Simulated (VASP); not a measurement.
Write the native input for VASP 6.6.1 that does the following.

| Quantity | Value |
| --- | --- |
| Task | molecular dynamics |
| Functional | PBE |
| Potentials or basis | VASP PAW PBE potentials, release 64 (Mg, O) |
| Cutoff | 520 eV |
| k mesh | 3 × 3 × 4 |
| Occupations | fermi-dirac, width 0.02 eV |
| Spin | no spin polarisation |
| Dipole correction | no |
| Further INCAR settings | LREAL = Auto; ALGO = Normal; EDIFF = 1e-05; NBANDS = 46; ISYM = 0; IBRION = 0; POTIM = 1.5; NSW = 20 |

The structure of MgO lies in POSCAR:

```
MgO
1.0
    6.5764345072      0.0000000001      0.0000000000
   -3.2882172536      5.6953593495      0.0000000000
    0.0000000000      0.0000000000      5.0343661375
Mg O
8 8
Direct
    0.1666666667      0.3333333333     -0.0098385294
    0.3333333333      0.1666666667      0.4901614706
    0.1666666667      0.8333333333     -0.0098385294
    0.3333333333      0.6666666667      0.4901614706
    0.6666666667      0.3333333333     -0.0098385294
    0.8333333333      0.1666666667      0.4901614706
    0.6666666667      0.8333333333     -0.0098385294
    0.8333333333      0.6666666667      0.4901614706
    0.1666666667      0.3333333333      0.3848385294
    0.3333333333      0.1666666667      0.8848385294
    0.1666666667      0.8333333333      0.3848385294
    0.3333333333      0.6666666667      0.8848385294
    0.6666666667      0.3333333333      0.3848385294
    0.8333333333      0.1666666667      0.8848385294
    0.6666666667      0.8333333333      0.3848385294
    0.8333333333      0.6666666667      0.8848385294
```

One way to write it, as run:

INCAR

```
PREC = Accurate ; ENCUT = 520
EDIFF = 1E-5 ; ISMEAR = -1
SIGMA = 0.02 ; LREAL = Auto
LASPH = T ; NELM = 100
ALGO = Normal ; ISIF = 2
LWAVE = F ; LCHARG = T
GGA = PE ; NBANDS = 46
IBRION = 0 ; NSW = 20
POTIM = 1.5 ; TEBEG = 200.0
TEEND = 200.0 ; ISYM = 0
NELMIN = 4 ; RANDOM_SEED = 5325 0 0
MDALGO = 3 ; LANGEVIN_GAMMA = 10 10
```

KPOINTS

```
Automatic mesh
0
Gamma
  3 3 4
```

Potentials or basis: VASP PAW PBE potentials, release 64 (Mg, O).

Launch:

```bash
$ cat potpaw_PBE.64/Mg/POTCAR potpaw_PBE.64/O/POTCAR > POTCAR
$ mpirun -np 1 vasp_std > vasp.out
```

Run time: 24 min on 1 thread of Intel(R) Xeon(R) Platinum 8488C (Sapphire Rapids), on a shared host, peak memory 0.51 GiB.
